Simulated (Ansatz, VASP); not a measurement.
**BP in VASP and in Ansatz**

```
B P
1.0
     0.00000    2.26000    2.26000
     2.26000    0.00000    2.26000
     2.26000    2.26000    0.00000
B P
1 1
Direct
  0.00000 0.00000 0.00000
  0.25000 0.25000 0.25000
```

Alike in both runs: task single point; functional PBE; dispersion D3(BJ); k mesh 8 × 8 × 8; occupations gaussian, width 0.1 eV; no spin polarisation.

```csv
,VASP,Ansatz
version,VASP 6.6.1,Ansatz 0.2.0
potentials or method,"VASP PAW PBE potentials, release 64 (B, P), cutoff 500 eV","scalar-relativistic, plane waves, PAW"
valence electrons in the cell,8,8
```

|  | VASP | Ansatz | Ansatz less VASP |
| --- | --- | --- | --- |
| gap on the k mesh at the Fermi level (eV) | 1.25 | 1.26 | +0.004 |
| least direct gap on the mesh (eV) | 3.42 | 3.42 | +0.004 |
| pressure (GPa) | -1.6 | -1.4 | +0.23 |
